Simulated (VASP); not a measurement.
# Si16C (a cell with a defect) in VASP: a series of runs

Runs on Si16C (a cell with a defect). Level: PBEsol. Tasks: single point.

Program: VASP 6.6.1. These are calculated values, not measurements. Logs are shortened: lines on timing, memory, paths and dates and some standing lists are left out, and cuts for length are marked.

### 1 The cell of the first run

The cell holds a defect, 17 atoms: a = 7.679 Å, b = 7.679 Å, c = 7.679 Å, α = 60.00°, β = 60.00°, γ = 60.00°.

### 2 Single point, PBEsol, collinear spin

File INCAR:

```
  PREC = Accurate
  ENCUT = 520
  EDIFF = 1E-7
  ISMEAR = -1
  SIGMA = 0.02
  LREAL = Auto
  LASPH = True
  NELM = 150
  ALGO = Normal
  ISIF = 2
  LWAVE = False
  LCHARG = True
  ISPIN = 2
  MAGMOM = 0 0 0 0 0 0 0 0 0 0 0 0 0 0 0 0 1
  LORBIT = 11
  GGA = PS
  LELF = True
  LVHAR = True
  NBANDS = 52
```

File KPOINTS:

```
Automatic mesh
0
Gamma
  2 2 2
```

File POSCAR:

```
Si16C
1.0
    0.0000000000      5.4300000000      5.4300000000
    5.4300000000      0.0000000000      5.4300000000
    5.4300000000      5.4300000000      0.0000000000
Si C
16 1
Direct
    0.0031675875     -0.0095948435      0.0134990792
    0.1502209945      0.0709023941      0.1526887661
    0.0205985267     -0.0137108656      0.5180202578
    0.1421270718      0.1224033149      0.6256077348
    0.0144106814      0.4512062615      0.0114825046
    0.0958195212      0.6180294659      0.1193922652
    0.0333517495      0.5018416206      0.4729834254
    0.1261602210      0.6113904236      0.6501933702
    0.5144106814     -0.0013351750     -0.0610589319
    0.6234162063      0.1071178637      0.0955709024
    0.4932872928      0.0129742173      0.4776887661
    0.6729189687      0.1648710866      0.5333793738
    0.4951197053      0.4772559853     -0.0015469613
    0.6426427256      0.5772836096      0.1243370166
    0.4809208103      0.5751381215      0.5769429098
    0.6969889503      0.6934898711      0.6665285451
    0.6752670350      0.4315101289      0.3915285451
```

Potentials or basis: VASP PAW PBE potentials, release 64 (Si, C).

Run with:

```
$ cat potpaw_PBE.64/Si/POTCAR potpaw_PBE.64/C/POTCAR > POTCAR
$ mpirun -np 1 vasp_std > vasp.out
```

OUTCAR:

```text
PREC = Accurate
   ENCUT = 520
   EDIFF = 1E-7
   ISMEAR = -1
   LREAL = Auto
   LASPH = True
   NELM = 150
   ISIF = 2
   ISPIN = 2
   LORBIT = 11
   GGA = PS

 ion  position               nearest neighbor table
   1  0.003  0.990  0.013-   2 2.32   6 2.36  10 2.41   4 2.43
   2  0.150  0.071  0.153-   3 2.31   1 2.32   9 2.36   5 2.39
   3  0.021  0.986  0.518-  12 2.28   4 2.29   2 2.31   8 2.35
   4  0.142  0.122  0.626-  11 2.21   3 2.29   7 2.39   1 2.43
   5  0.014  0.451  0.011-   6 2.26   8 2.28  14 2.33   2 2.39
   6  0.096  0.618  0.119-   5 2.26   7 2.26   1 2.36  13 2.50
   7  0.033  0.502  0.473-   6 2.26  16 2.37   4 2.39   8 2.40
   8  0.126  0.611  0.650-   5 2.28   3 2.35  15 2.38   7 2.40  16 2.98
   9  0.514  0.999  0.939-  10 2.36   2 2.36  12 2.57  14 2.66
  10  0.623  0.107  0.096-  13 2.33   9 2.36  11 2.41   1 2.41
  11  0.493  0.013  0.478-   4 2.21  16 2.33  10 2.41  12 2.48  15 3.09
  12  0.673  0.165  0.533-  17 1.78   3 2.28  11 2.48   9 2.57  15 2.85
  13  0.495  0.477  0.998-  10 2.33  14 2.35  16 2.46   6 2.50  15 2.98
  14  0.643  0.577  0.124-  17 1.86   5 2.33  13 2.35   9 2.66  16 3.02  15 3.04
  15  0.481  0.575  0.577-  17 1.81   8 2.38  16 2.71  12 2.85  13 2.98  14 3.04  11 3.09
  16  0.697  0.693  0.667-  11 2.33   7 2.37  13 2.46  15 2.71   8 2.98  14 3.02
  17  0.675  0.432  0.392-  12 1.78  15 1.81  14 1.86

  LATTYP: Found a face centered cubic cell.
 ALAT       =    10.8600000000

  Lattice vectors:

 A1 = (   0.0000000000,   5.4300000000,   5.4300000000)
 A2 = (   5.4300000000,   0.0000000000,   5.4300000000)
 A3 = (   5.4300000000,   5.4300000000,   0.0000000000)

Analysis of symmetry for initial positions (statically):
=====================================================================
 Subroutine PRICEL returns:
 Original cell was already a primitive cell.

 Routine SETGRP: Setting up the symmetry group for a
 face centered cubic supercell.

 Subroutine GETGRP returns: Found  1 space group operations
 (whereof  1 operations were pure point group operations)
 out of a pool of 48 trial point group operations.

The static configuration has the point symmetry C_1 .

Analysis of symmetry for dynamics (positions and initial velocities):
=====================================================================
 Subroutine PRICEL returns:
 Original cell was already a primitive cell.

 Routine SETGRP: Setting up the symmetry group for a
 face centered cubic supercell.

 Subroutine GETGRP returns: Found  1 space group operations
 (whereof  1 operations were pure point group operations)
 out of a pool of 48 trial point group operations.

The dynamic configuration has the point symmetry C_1 .

Analysis of structural, dynamic, and magnetic symmetry:
=====================================================================
 Subroutine PRICEL returns:
 Original cell was already a primitive cell.

 Routine SETGRP: Setting up the symmetry group for a
 face centered cubic supercell.

 Subroutine GETGRP returns: Found  1 space group operations
 (whereof  1 operations were pure point group operations)
 out of a pool of 48 trial point group operations.

The overall configuration has the point symmetry C_1 .

 Subroutine INISYM returns: Found  1 space group operations
 (whereof  1 operations are pure point group operations),
 and found     1 'primitive' translations

----------------------------------------------------------------------------------------

                                     Primitive cell

  volume of cell :     320.2060

  direct lattice vectors                    reciprocal lattice vectors
     0.000000000  5.430000000  5.430000000    -0.092081031  0.092081031  0.092081031
     5.430000000  0.000000000  5.430000000     0.092081031 -0.092081031  0.092081031
     5.430000000  5.430000000  0.000000000     0.092081031  0.092081031 -0.092081031

  length of vectors
     7.679179644  7.679179644  7.679179644     0.159489025  0.159489025  0.159489025

  position of ions in fractional coordinates (direct lattice)
     0.003167588  0.990405157  0.013499079
     0.150220995  0.070902394  0.152688766
     0.020598527  0.986289134  0.518020258
     0.142127072  0.122403315  0.625607735
     0.014410681  0.451206261  0.011482505
     0.095819521  0.618029466  0.119392265
[... 9 lines left out ...]
     0.696988950  0.693489871  0.666528545
     0.675267035  0.431510129  0.391528545

[... 64 lines left out ...]
 SYSTEM =  unknown system
   PREC   = accura    normal or accurate (medium, high low for compatibility)
   ISTART =      0    job   : 0-new  1-cont  2-samecut
   ICHARG =      2    charge: 1-file 2-atom 10-const
   ISPIN  =      2    spin polarized calculation?
   LNONCOLLINEAR =      F non collinear calculations
   LSORBIT =      F    spin-orbit coupling
   LASPH  =      T    aspherical Exc in radial PAW
   ENCUT  =  520.0 eV  38.22 Ry    6.18 a.u.  14.28 14.28 14.28*2*pi/ulx,y,z
   NELM   =    150;   NELMIN=  2; NELMDL= -5     # of ELM steps
   EDIFF  = 0.1E-06   stopping-criterion for ELM
   LREAL  =      T    real-space projection
   EDIFFG = 0.1E-05   stopping-criterion for IOM
   NSW    =      0    number of steps for IOM
   IBRION =     -1    ionic relax: 0-MD 1-quasi-New 2-CG
   NFREE  =      0    steps in history (QN), initial steepest desc. (CG)
   ISIF   =      2    stress and relaxation
   ISYM   =      2    0-nonsym 1-usesym 2-fastsym
   POTIM  = 0.5000    time-step for ionic-motion
   TEBEG  =    0.0;   TEEND  =   0.0 temperature during run
   PSTRESS=    0.0 pullay stress
   NELECT =      68.0000    total number of electrons
   NUPDOWN=      -1.0000    fix difference up-down
   EMIN   =  10.00;   EMAX   =-10.00  energy-range for DOS
   EFERMI =   0.00;   METHOD = LEGACY
   ISMEAR =    -1;   SIGMA  =   0.02  broadening in eV -4-tet -1-fermi 0-gaus
   EFERMI_NEDOS =   21; number of points for ismear=-14 and -15
   IALGO  =     38    algorithm
   IMIX   =      4    mixing-type and parameters
     AMIX     =   0.40;   BMIX     =  1.00
     AMIX_MAG =   1.60;   BMIX_MAG =  1.00
  volume/ion in A,a.u.               =      18.84       127.11
  Fermi-wavevector in a.u.,A,eV,Ry     =   0.976715  1.845724 12.979587  0.953973
  Thomas-Fermi vector in A             =   2.107356
   LORBIT       =     11    0 simple, 1 ext, 2 COOP (PROOUT), +10 PAW based schemes
   GGA     = PS    functional components
   LHFCALC =     F    Hartree Fock is set to
   AEXX    =    0.0000 exact exchange contribution
   IVDW    =     0    specifies the selected vdW correction
   LEPSILON=     F    determine dielectric tensor
   LRPA    =     F    only Hartree local field effects (RPA)
 spin polarized calculation
  energy-cutoff  :      520.00
  volume of cell :      320.21
 maximum number of plane-waves:      8646
 NGX is ok and might be reduce to    60
   NGX = 29   NGY = 29   NGZ = 29

 number of electron      68.0000000 magnetization      -0.0005820

 number of electron      68.0000000 magnetization       0.0000057

 Free energy of the ion-electron system (eV)
  ---------------------------------------------------
  ext. energy  EPLUGINS =         0.00000000
  ---------------------------------------------------
  free energy    TOTEN  =       -95.53884548 eV

  energy without entropy =      -95.53789126  energy(sigma->0) =      -95.53836837

 E-fermi :   6.1239     XC(G=0):  -9.7443

 val. band max:        6.0447954150   @ k =   0.5000   0.5000   0.5000
 cond. band min:       6.2026465861   @ k =   0.0000   0.5000   0.5000
 fundamental gap:      0.1578511711
 Fermi energy:         6.1238840198

 spin component 1

 k-point     1 :       0.0000    0.0000    0.0000
  band No.  band energies     occupation
      1      -7.1142      1.00000
      2      -5.4235      1.00000
      3      -3.9378      1.00000
      4      -3.7548      1.00000
      5      -3.6454      1.00000
      6      -3.0244      1.00000
[... 381 lines left out ...]
     45       9.9759      0.00000
     46      10.1286      0.00000
 Fermi energy:         6.1238840198

 spin component 2

 k-point     1 :       0.0000    0.0000    0.0000
  band No.  band energies     occupation
      1      -7.1142      1.00000
      2      -5.4235      1.00000
      3      -3.9378      1.00000
      4      -3.7548      1.00000
      5      -3.6454      1.00000
      6      -3.0244      1.00000
[... 381 lines left out ...]
     45       9.9759      0.00000
     46      10.1286      0.00000
 [bands above 46 left out]

------------------------ aborting loop because EDIFF is reached ----------------------------------------

  FORCE on cell =-STRESS in cart. coord.  units (eV):
  Direction    XX          YY          ZZ          XY          YZ          ZX
  --------------------------------------------------------------------------------------
  -------------------------------------------------------------------------------------
  Total        4.4411184     -1.1939955     -2.3563168     -0.7147894      0.9450518     -1.0159898
  in kB       22.2215042     -5.9742555    -11.7900264     -3.5765080      4.7286452     -5.0835894
  external PRESSURE =       1.4857408 kB  Pullay stress =       0.0000000 kB

 VOLUME and BASIS-vectors are now :
 -----------------------------------------------------------------------------
  energy-cutoff  :      520.00
  volume of cell :      320.21
      direct lattice vectors                 reciprocal lattice vectors
     0.000000000  5.430000000  5.430000000    -0.092081031  0.092081031  0.092081031
     5.430000000  0.000000000  5.430000000     0.092081031 -0.092081031  0.092081031
     5.430000000  5.430000000  0.000000000     0.092081031  0.092081031 -0.092081031

 POSITION                                       TOTAL-FORCE (eV/Angst)
 -----------------------------------------------------------------------------------
      5.45120      0.09050      5.39510        -0.506945     -0.945156     -0.392988
      1.21410      1.64480      1.20070        -0.213033     -0.510650      0.973336
      8.16840      2.92470      5.46740        -0.717848      0.400505     -0.585733
      4.06170      4.16880      1.43640         1.734207     -0.374946     -0.769315
      2.51240      0.14060      2.52830        -0.222129     -0.277941     -0.837777
      4.00420      1.16860      3.87620        -0.282263      0.617933      1.647838
[... 9 lines left out ...]
      7.38490      7.40390      7.55030        -0.089272     -0.157229     -1.228948
      4.46910      5.79270      6.00980         0.864222     -0.672375      0.368226
 -----------------------------------------------------------------------------------
    total drift:                               -0.002865      0.008420      0.005232

  FREE ENERGIE OF THE ION-ELECTRON SYSTEM (eV)
  ---------------------------------------------------
  free  energy   TOTEN  =       -95.5388454777 eV

  energy  without entropy=      -95.5378912642  energy(sigma->0) =      -95.53836837

 total charge

# of ion       s       p       d       tot
------------------------------------------
    1        0.744   0.923   0.000   1.667
    2        0.746   0.944   0.000   1.690
    3        0.758   0.960   0.000   1.719
    4        0.748   0.963   0.000   1.711
    5        0.762   0.943   0.000   1.704
    6        0.754   0.945   0.000   1.699
[... 9 lines left out ...]
   16        0.802   0.829   0.000   1.631
   17        0.883   1.585   0.000   2.468
--------------------------------------------------
tot         13.065  16.081   0.000  29.145

 magnetization (x)

# of ion       s       p       d       tot
------------------------------------------
    1       -0.000   0.000   0.000   0.000
    2       -0.000  -0.000   0.000  -0.000
    3        0.000  -0.000   0.000   0.000
    4        0.000   0.000   0.000   0.000
    5       -0.000  -0.000   0.000  -0.000
    6        0.000  -0.000   0.000  -0.000
[... 9 lines left out ...]
   16        0.000   0.000   0.000   0.000
   17       -0.000   0.000   0.000   0.000
--------------------------------------------------
tot         -0.000   0.000   0.000   0.000
```

Run time: 14 min. Hardware: 1 thread of Oxide Virtual Turin-like, shared host; peak memory 0.68 GiB.

What came out:

- Free energy: -95.5388 eV
- Pressure: 0.1 GPa
- Largest force: 2.206 eV/Å
- Band gap on the k mesh: zero (filled and empty bands overlap)
- Net moment: 0.00 μB per cell
- Valence electrons inside the program's atomic spheres: Si 1.67, 1.69, 1.72, 1.71, 1.70, 1.68, 1.61, 1.66, 1.64, 1.63 (each value once); C 2.47

Forces on the atoms (eV/Å):
```
Si  -0.507 -0.945 -0.393
Si  -0.213 -0.511  0.973
Si  -0.718  0.401 -0.586
Si   1.734 -0.375 -0.769
Si  -0.222 -0.278 -0.838
Si  -0.282  0.618  1.648
Si   0.490  0.945 -0.443
Si  -0.593 -0.326  0.718
Si  -0.543  0.851 -0.307
Si   0.131  0.577  0.058
Si  -1.256  0.786  1.635
Si   0.268 -0.082 -2.160
Si   0.165 -0.874  0.100
Si   0.454 -0.613  0.662
Si   0.317  0.655  0.563
Si  -0.089 -0.157 -1.229
C    0.864 -0.672  0.368
```

Caveat: the k points lie up to 0.50 Å⁻¹ apart; the atoms stand as in a frame of molecular dynamics; the PAW data sets were made with another functional, which shifts forces and pressure a little.

### 3 Single point, PBEsol, collinear spin

File INCAR:

```
SYSTEM = Si16C
PREC = Accurate ; ENCUT = 520
EDIFF = 1E-7 ; ISMEAR = -1
SIGMA = 0.02 ; LREAL = Auto
LASPH = .TRUE. ; NELM = 150
ALGO = Normal ; ISIF = 2
LWAVE = .FALSE. ; LCHARG = .FALSE.
ISPIN = 2 ; MAGMOM = 0 0 0 0 0 0 0 0 0 0 0 0 0 0 0 0 1
LORBIT = 11 ; GGA = PS
NBANDS = 52
```

File KPOINTS:

```
regular mesh
0
G
  2 2 2
  0 0 0
```

File POSCAR:

```
Si16C
1.0
    0.0000000000      5.4300000000      5.4300000000
    5.4300000000      0.0000000000      5.4300000000
    5.4300000000      5.4300000000      0.0000000000
Si C
16 1
Direct
    0.0003683241     -0.0178084715      0.0199263352
    0.1585543278      0.0780386740      0.1446685083
    0.0289318600     -0.0339226519      0.5253222836
    0.1469337017      0.1311510129      0.6330847145
    0.0038489871      0.4429650092      0.0193001842
    0.0998066298      0.6261786372      0.1160313076
    0.0352762431      0.5001197053      0.4735451197
    0.1333977901      0.6012430939      0.6534346225
    0.5192725599      0.0050552486     -0.0864180479
    0.6312615101      0.1098802947      0.0970073665
    0.5167495396      0.0236187845      0.4482044199
    0.6543922652      0.1669152855      0.5301381215
    0.4739502762      0.4830110497      0.0044475138
    0.6421546961      0.5774953959      0.1109944751
    0.4817311234      0.5708103131      0.6072375691
    0.6903222836      0.6826058932      0.6793093923
    0.6486464088      0.4592909761      0.3903406998
```

Potentials or basis: VASP PAW PBE potentials, release 64 (Si, C).

Run with:

```
$ cat potpaw_PBE.64/Si/POTCAR potpaw_PBE.64/C/POTCAR > POTCAR
$ mpirun -np 1 vasp_std > vasp.out
```

Run time: 17 min. Hardware: 1 thread of Oxide Virtual Turin-like, shared host; peak memory 0.68 GiB.

It converged, with:

- Free energy: -95.4361 eV
- Pressure: -1.0 GPa
- Largest force: 2.063 eV/Å
- Band gap on the k mesh: zero (filled and empty bands overlap)
- Net moment: 0.00 μB per cell
- Valence electrons inside the program's atomic spheres: Si 1.69, 1.67, 1.65, 1.66, 1.70, 1.71, 1.68, 1.59, 1.63, 1.64, 1.61, 1.62 (each value once); C 2.38

Forces on the atoms (eV/Å):
```
Si   0.376 -0.661  1.425
Si  -0.501  0.046 -0.351
Si   0.670 -0.828  0.607
Si  -0.572 -0.299 -1.068
Si   0.486 -0.086  0.667
Si  -1.098  0.129 -0.521
Si   0.844  0.725 -0.356
Si  -0.530  0.136  0.379
Si   0.394  1.575 -0.406
Si  -1.432 -1.484  0.075
Si   0.607  1.022 -1.478
Si   0.738  0.825  1.366
Si  -0.509  0.018  0.338
Si   1.363 -0.406  0.372
Si  -0.443 -0.194  0.258
Si  -0.175 -0.736 -0.017
C   -0.216  0.216 -1.289
```

Stress tensor (GPa, compression positive):
```
 0.75 -0.57 -0.86
-0.57 -1.97 -0.34
-0.86 -0.34 -1.68
```

Levels at points of the mesh, in eV from the Fermi level:
Spin up:
```csv
k point,band 31,band 32,band 33,band 34,band 35,band 36,band 37,band 38
"(0.00, 0.00, 0.00)",-0.96,-0.73,-0.62,-0.47,-0.28,0.14,0.42,0.58
"(0.50, 0.00, 0.00)",-1.25,-1.01,-0.77,-0.05,0.30,0.71,0.91,1.05
"(0.00, 0.50, 0.00)",-1.14,-0.98,-0.83,-0.26,0.56,0.72,0.83,1.10
"(0.00, 0.00, 0.50)",-1.01,-0.99,-0.70,-0.18,0.49,0.64,0.78,1.10
"(0.50, 0.50, 0.50)",-1.27,-1.11,-0.89,-0.14,0.25,0.72,0.91,0.99
"(0.50, 0.50, 0.00)",-1.57,-1.33,-0.87,-0.24,0.69,1.17,1.22,1.65
"(0.00, 0.50, 0.50)",-1.42,-1.32,-0.94,0.05,0.50,0.97,1.27,1.37
"(0.50, 0.00, 0.50)",-1.52,-1.19,-0.81,-0.64,0.75,1.05,1.25,1.68
```
Spin down:
| k point | band 31 | band 32 | band 33 | band 34 | band 35 | band 36 | band 37 | band 38 |
| --- | --- | --- | --- | --- | --- | --- | --- | --- |
| (0.00, 0.00, 0.00) | -0.96 | -0.73 | -0.62 | -0.47 | -0.28 | 0.14 | 0.42 | 0.58 |
| (0.50, 0.00, 0.00) | -1.25 | -1.01 | -0.77 | -0.05 | 0.30 | 0.71 | 0.91 | 1.05 |
| (0.00, 0.50, 0.00) | -1.14 | -0.98 | -0.83 | -0.26 | 0.56 | 0.72 | 0.83 | 1.10 |
| (0.00, 0.00, 0.50) | -1.01 | -0.99 | -0.70 | -0.18 | 0.49 | 0.64 | 0.78 | 1.10 |
| (0.50, 0.50, 0.50) | -1.27 | -1.11 | -0.89 | -0.14 | 0.25 | 0.72 | 0.91 | 0.99 |
| (0.50, 0.50, 0.00) | -1.57 | -1.33 | -0.87 | -0.24 | 0.69 | 1.17 | 1.22 | 1.65 |
| (0.00, 0.50, 0.50) | -1.42 | -1.32 | -0.94 | 0.05 | 0.50 | 0.97 | 1.27 | 1.37 |
| (0.50, 0.00, 0.50) | -1.52 | -1.19 | -0.81 | -0.64 | 0.75 | 1.05 | 1.25 | 1.68 |

Caveat: the k points lie up to 0.50 Å⁻¹ apart; the atoms stand as in a frame of molecular dynamics; the PAW data sets were made with another functional, which shifts forces and pressure a little.

The gap in the log of VASP goes by the Fermi energy; the results here count the filled bands.